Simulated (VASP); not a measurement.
# K2Be2Pt (P4mm) in VASP: relaxation of cell and atoms with PBE

Aim: the relaxation of cell and atoms of K2Be2Pt with PBE.

Program: VASP 6.6.1. These are calculated values, not measurements. Logs are shortened: lines on timing, memory, paths and dates and some standing lists are left out, and cuts for length are marked.

## Step 1: The cell of the first run

It takes space group P4mm (No. 99, tetragonal). Conventional cell: a = 4.518 Å, b = 4.518 Å, c = 5.202 Å, α = 90.00°, β = 90.00°, γ = 90.00°. Within 3.3 Å of K (site symmetry 2mm) lie 4 Be at 2.52 to 3.15 Å and 2 Pt at 2.73 Å and 4 K at 3.19 Å. Within 3.4 Å of Be (site symmetry 4mm) lie 4 K at 2.52 Å and 2 Pt at 2.55 to 2.65 Å and 4 Be at 3.37 Å. Within 4.1 Å of Be (site symmetry 4mm) lie 8 K at 3.15 to 3.76 Å and 4 Be at 3.37 Å and 4 Pt at 3.52 Å. Pt (site symmetry 4mm) has 6 Be at 2.55 to 3.52 Å and 4 K at 2.73 Å within 3.6 Å.

The cell was generated, and may not be a known phase.

## Step 2: Relaxation of cell and atoms, PBE

Input file INCAR:

```
SYSTEM = K2Be2Pt
  PREC = Accurate
  ENCUT = 570
  EDIFF = 1E-7
  ISMEAR = 0
  SIGMA = 0.1
  LREAL = .False.
  LASPH = .True.
  NELM = 120
  ALGO = Normal
  ISIF = 3
  LWAVE = .False.
  LCHARG = .False.
  GGA = PE
  IBRION = 2
  NSW = 90
  EDIFFG = -0.04
  GGA_COMPAT = .False.
  NELMIN = 4
```

Input file KPOINTS:

```
regular mesh
0
Gamma
  4 4 4
  0 0 0
```

Input file POSCAR:

```
K2Be2Pt
1.0
    4.5183520000      0.0000000000      0.0000000000
    0.0000000000      4.5183520000      0.0000000000
    0.0000000000      0.0000000000      5.2015120800
K Be Pt
2 2 1
Direct
    0.5000000000      0.0000000000      0.0933419300
    0.0000000000      0.5000000000      0.0933419300
    0.0000000000      0.0000000000      0.3075434000
    0.5000000000      0.5000000000      0.5158167700
    0.0000000000      0.0000000000      0.7975837500
```

Potentials or basis: VASP PAW PBE potentials, release 64 (K_sv, Be, Pt_sv_GW).

On the command line:

```console
> cat potpaw_PBE.64/K_sv/POTCAR potpaw_PBE.64/Be/POTCAR potpaw_PBE.64/Pt_sv_GW/POTCAR > POTCAR
> mpirun -np 1 vasp_std > vasp.out
```

OUTCAR:

```text
SYSTEM = K2Be2Pt
   PREC = Accurate
   ENCUT = 570
   EDIFF = 1E-7
   ISMEAR = 0
   LREAL = .False.
   LASPH = .True.
   NELM = 120
   ISIF = 3
   GGA = PE
   IBRION = 2
   NSW = 90
   EDIFFG = -0.04
   NELMIN = 4

 ion  position               nearest neighbor table
   1  0.500  0.000  0.093-   3 2.52   3 2.52   5 2.73   5 2.73   2 3.19   2 3.19   2 3.19   2 3.19

   2  0.000  0.500  0.093-   3 2.52   3 2.52   5 2.73   5 2.73   1 3.19   1 3.19   1 3.19   1 3.19

   3  0.000  0.000  0.308-   1 2.52   2 2.52   2 2.52   1 2.52   5 2.55   5 2.65
   4  0.500  0.500  0.516-
   5  0.000  0.000  0.798-   3 2.55   3 2.65   2 2.73   1 2.73   2 2.73   1 2.73

  LATTYP: Found a simple tetragonal cell.
 ALAT       =     4.5183520000
 C/A-ratio  =     1.1511967372

  Lattice vectors:

 A1 = (   4.5183520000,   0.0000000000,   0.0000000000)
 A2 = (   0.0000000000,   4.5183520000,   0.0000000000)
 A3 = (   0.0000000000,   0.0000000000,   5.2015120800)

Analysis of symmetry for initial positions (statically):
=====================================================================
 Subroutine PRICEL returns:
 Original cell was already a primitive cell.

 Routine SETGRP: Setting up the symmetry group for a
 simple tetragonal supercell.

 Subroutine GETGRP returns: Found  8 space group operations
 (whereof  8 operations were pure point group operations)
 out of a pool of 16 trial point group operations.

The static configuration has the point symmetry C_4v.

Analysis of symmetry for dynamics (positions and initial velocities):
=====================================================================
 Subroutine PRICEL returns:
 Original cell was already a primitive cell.

 Routine SETGRP: Setting up the symmetry group for a
 simple tetragonal supercell.

 Subroutine GETGRP returns: Found  8 space group operations
 (whereof  8 operations were pure point group operations)
 out of a pool of 16 trial point group operations.

The dynamic configuration has the point symmetry C_4v.

 Subroutine INISYM returns: Found  8 space group operations
 (whereof  8 operations are pure point group operations),
 and found     1 'primitive' translations

----------------------------------------------------------------------------------------

                                     Primitive cell

  volume of cell :     106.1915

  direct lattice vectors                    reciprocal lattice vectors
     4.518352000  0.000000000  0.000000000     0.221319632  0.000000000  0.000000000
     0.000000000  4.518352000  0.000000000     0.000000000  0.221319632  0.000000000
     0.000000000  0.000000000  5.201512080     0.000000000  0.000000000  0.192251788

  length of vectors
     4.518352000  4.518352000  5.201512080     0.221319632  0.221319632  0.192251788

  position of ions in fractional coordinates (direct lattice)
     0.500000000  0.000000000  0.093341930
     0.000000000  0.500000000  0.093341930
     0.000000000  0.000000000  0.307543400
     0.500000000  0.500000000  0.515816770
     0.000000000  0.000000000  0.797583750

  ion indices of the primitive-cell ions
   primitive index   ion index
                 1           1
                 2           2
                 3           3
                 4           4
                 5           5

----------------------------------------------------------------------------------------

 KPOINTS: regular mesh

Automatic generation of k-mesh.
 Grid dimensions read from file:
 generate k-points for:    4    4    4

 Generating k-lattice:

  Cartesian coordinates                     Fractional coordinates (reciprocal lattice)
     0.055329908  0.000000000  0.000000000     0.250000000  0.000000000  0.000000000
     0.000000000  0.055329908  0.000000000     0.000000000  0.250000000  0.000000000
     0.000000000  0.000000000  0.048062947     0.000000000  0.000000000  0.250000000

  Length of vectors
     0.055329908  0.055329908  0.048062947

  Shift w.r.t. Gamma in fractional coordinates (k-lattice)
     0.000000000  0.000000000  0.000000000

 Subroutine IBZKPT returns following result:
 ===========================================

 Found     18 irreducible k-points:

 Following reciprocal coordinates:
            Coordinates               Weight
  0.000000  0.000000  0.000000      1.000000
  0.250000  0.000000  0.000000      4.000000
  0.500000  0.000000  0.000000      2.000000
  0.250000  0.250000  0.000000      4.000000
  0.500000  0.250000  0.000000      4.000000
  0.500000  0.500000  0.000000      1.000000
[... 10 lines left out ...]
  0.500000  0.250000  0.500000      4.000000
  0.500000  0.500000  0.500000      1.000000
   k-points           NKPTS =     18   k-points in BZ     NKDIM =     18   number of bands    NBANDS=     24
   number of dos      NEDOS =    301   number of ions     NIONS =      5
   total plane-waves  NPLWV =  54432
   dimension x,y,z NGX =    36 NGY =   36 NGZ =   42
   dimension x,y,z NGXF=    72 NGYF=   72 NGZF=   84
   ions per type =               2   2   1
   NGX,Y,Z   is equivalent  to a cutoff of  13.25, 13.25, 13.42 a.u.
   NGXF,Y,Z  is equivalent  to a cutoff of  26.49, 26.49, 26.85 a.u.
 SYSTEM =  K2Be2Pt
   PREC   = accura    normal or accurate (medium, high low for compatibility)
   ISTART =      0    job   : 0-new  1-cont  2-samecut
   ICHARG =      2    charge: 1-file 2-atom 10-const
   ISPIN  =      1    spin polarized calculation?
   LNONCOLLINEAR =      F non collinear calculations
   LSORBIT =      F    spin-orbit coupling
   LASPH  =      T    aspherical Exc in radial PAW
   ENCUT  =  570.0 eV  41.89 Ry    6.47 a.u.   8.80  8.80 10.13*2*pi/ulx,y,z
   NELM   =    120;   NELMIN=  4; NELMDL= -5     # of ELM steps
   EDIFF  = 0.1E-06   stopping-criterion for ELM
   LREAL  =      F    real-space projection
   EDIFFG = -.4E-01   stopping-criterion for IOM
   NSW    =     90    number of steps for IOM
   IBRION =      2    ionic relax: 0-MD 1-quasi-New 2-CG
   NFREE  =      1    steps in history (QN), initial steepest desc. (CG)
   ISIF   =      3    stress and relaxation
   ISYM   =      2    0-nonsym 1-usesym 2-fastsym
   POTIM  = 0.5000    time-step for ionic-motion
   TEBEG  =    0.0;   TEEND  =   0.0 temperature during run
   PSTRESS=    0.0 pullay stress
   NELECT =      40.0000    total number of electrons
   NUPDOWN=      -1.0000    fix difference up-down
   EMIN   =  10.00;   EMAX   =-10.00  energy-range for DOS
   EFERMI =   0.00;   METHOD = LEGACY
   ISMEAR =     0;   SIGMA  =   0.10  broadening in eV -4-tet -1-fermi 0-gaus
   EFERMI_NEDOS =   21; number of points for ismear=-14 and -15
   IALGO  =     38    algorithm
   IMIX   =      4    mixing-type and parameters
     AMIX     =   0.40;   BMIX     =  1.00
     AMIX_MAG =   1.60;   BMIX_MAG =  1.00
  volume/ion in A,a.u.               =      21.24       143.32
  Fermi-wavevector in a.u.,A,eV,Ry     =   1.182311  2.234243 19.019018  1.397858
  Thomas-Fermi vector in A             =   2.318567
   LORBIT       =      0    0 simple, 1 ext, 2 COOP (PROOUT), +10 PAW based schemes
   GGA     = PE    functional components
   LHFCALC =     F    Hartree Fock is set to
   AEXX    =    0.0000 exact exchange contribution
   IVDW    =     0    specifies the selected vdW correction
   LEPSILON=     F    determine dielectric tensor
   LRPA    =     F    only Hartree local field effects (RPA)
 conjugate gradient relaxation of ions
 non-spin polarized calculation
 Gauss-broadening in eV      SIGMA  =   0.10
  energy-cutoff  :      570.00
  volume of cell :      106.19
 maximum number of plane-waves:      3325
 NGX is ok and might be reduce to    36
   NGX = 17   NGY = 17   NGZ = 21

--------------------------------------- Ionic step        1  -------------------------------------------

 number of electron      39.9999997 magnetization

 Free energy of the ion-electron system (eV)
  ---------------------------------------------------
  ext. energy  EPLUGINS =         0.00000000
  ---------------------------------------------------
  free energy    TOTEN  =        -8.13597762 eV

  energy without entropy =       -8.12363913  energy(sigma->0) =       -8.12980837

------------------------ aborting loop because EDIFF is reached ----------------------------------------

  FORCE on cell =-STRESS in cart. coord.  units (eV):
  Direction    XX          YY          ZZ          XY          YZ          ZX
  --------------------------------------------------------------------------------------
  -------------------------------------------------------------------------------------
  Total       11.4480396     11.4480396     -1.6429384      0.0000000      0.0000000      0.0000000
  in kB      172.7237155    172.7237155    -24.7880363      0.0000000      0.0000000      0.0000000
  external PRESSURE =     106.8864649 kB  Pullay stress =       0.0000000 kB
[... 98 lines left out ...]
  FREE ENERGIE OF THE ION-ELECTRON SYSTEM (eV)
  ---------------------------------------------------
  free  energy   TOTEN  =       -11.0844836177 eV

  energy  without entropy=      -11.0729023939  energy(sigma->0) =      -11.07869301

[... ionic steps 4 to 16 ...]

--------------------------------------- Ionic step       17  -------------------------------------------

 number of electron      40.0000010 magnetization

------------------------ aborting loop because EDIFF is reached ----------------------------------------

  FORCE on cell =-STRESS in cart. coord.  units (eV):
  Direction    XX          YY          ZZ          XY          YZ          ZX
  --------------------------------------------------------------------------------------
  -------------------------------------------------------------------------------------
  Total       -0.0870076     -0.0870076     -0.0450686      0.0000000      0.0000000      0.0000000
  in kB       -0.9139039     -0.9139039     -0.4733879      0.0000000      0.0000000      0.0000000
  external PRESSURE =      -0.7670653 kB  Pullay stress =       0.0000000 kB
[... 63 lines left out ...]
  energy  without entropy=      -11.9477320804  energy(sigma->0) =      -11.95983483

--------------------------------------- Ionic step       19  -------------------------------------------

 number of electron      40.0000010 magnetization

 Free energy of the ion-electron system (eV)
  ---------------------------------------------------
  ext. energy  EPLUGINS =         0.00000000
  ---------------------------------------------------
  free energy    TOTEN  =       -11.97301033 eV

  energy without entropy =      -11.94865276  energy(sigma->0) =      -11.96083154

 E-fermi :   0.9445     XC(G=0):  -7.6921

 val. band max:        0.9196144846   @ k =   0.0000   0.0000   0.5000
 cond. band min:       0.9631276389   @ k =   0.5000   0.2500   0.2500
 fundamental gap:      0.0435131543
 Fermi energy:         0.9444576047

 k-point     1 :       0.0000    0.0000    0.0000
  band No.  band energies     occupation
      1     -96.2338      2.00000
      2     -50.7701      2.00000
      3     -50.3295      2.00000
      4     -50.3295      2.00000
      5     -29.4130      2.00000
      6     -29.3997      2.00000
[... 507 lines left out ...]
  FREE ENERGIE OF THE ION-ELECTRON SYSTEM (eV)
  ---------------------------------------------------
  free  energy   TOTEN  =       -11.9730103275 eV

  energy  without entropy=      -11.9486527588  energy(sigma->0) =      -11.96083154

 reached required accuracy - stopping structural energy minimisation
```

Run time: 15 min. Hardware: 1 thread of AMD EPYC 7R13 (Zen 3), shared host; peak memory 0.24 GiB.

What came out:

- Free energy: -11.9730 eV
- Relaxed volume: 30.43 Å³/atom
- Relaxed cell: a = 5.935 Å, b = 5.935 Å, c = 4.320 Å, α = 90.00°, β = 90.00°, γ = 90.00°
- Space group after relaxing (to 0.1 Å): P4mm (No. 99)
- Energy gained by relaxing: 767.4 meV/atom
- Ionic steps: 19
- Pressure after relaxing: 0.0 GPa
- Largest force after relaxing: 0.013 eV/Å
- Band gap on the k mesh: zero (bands 20 and 21 overlap by 1.67 eV)

Forces in eV/Å, atoms in the order of the input:
```
K    0.000  0.000 -0.003
K    0.000  0.000 -0.003
Be   0.000  0.000  0.001
Be   0.000  0.000 -0.008
Pt   0.000  0.000  0.013
```

The path:
```csv
step,energy change (eV),largest force (eV/Å),pressure (GPa),volume (Å³)
1,0.0000,3.0293,10.69,106.19
2,-2.2750,1.3185,1.96,128.87
3,-2.9485,0.8758,0.18,149.40
4,-2.9522,1.3882,0.21,152.58
5,-3.1799,0.7707,-0.76,156.54
6,-3.6178,0.2024,-2.61,167.51
7,-3.7771,0.3192,-1.51,160.67
8,-3.7835,0.4877,-1.21,159.29
9,-3.8183,0.1845,-0.66,155.60
10,-3.8273,0.1303,-0.18,152.54
11,-3.8291,0.0888,-0.02,151.81
12,-3.8295,0.0869,0.09,151.30
13,-3.8304,0.0807,0.08,151.38
14,-3.8329,0.0622,0.04,151.63
15,-3.8360,0.0567,-0.02,152.12
16,-3.8352,0.0699,-0.13,153.11
17,-3.8367,0.0625,-0.08,152.53
18,-3.8360,0.1273,0.12,151.45
19,-3.8370,0.0133,0.00,152.16
```

Final structure:
```xyz
5
Lattice="5.9352 0.0000 0.0000 0.0000 5.9352 0.0000 0.0000 0.0000 4.3195" Properties=species:S:1:pos:R:3 pbc="T T T"
K     2.9676    0.0000    0.2625
K     0.0000    2.9676    0.2625
Be    0.0000    0.0000    1.3309
Be    2.9676    2.9676    2.4744
Pt    0.0000    0.0000    3.4780
```

Caveat: the volume moved by over 15 % at a fixed basis, so the end points are rough; spin-orbit coupling is left out, which moves the levels of the heavy elements.

The gap in the log of VASP goes by the Fermi energy; the results here count the filled bands.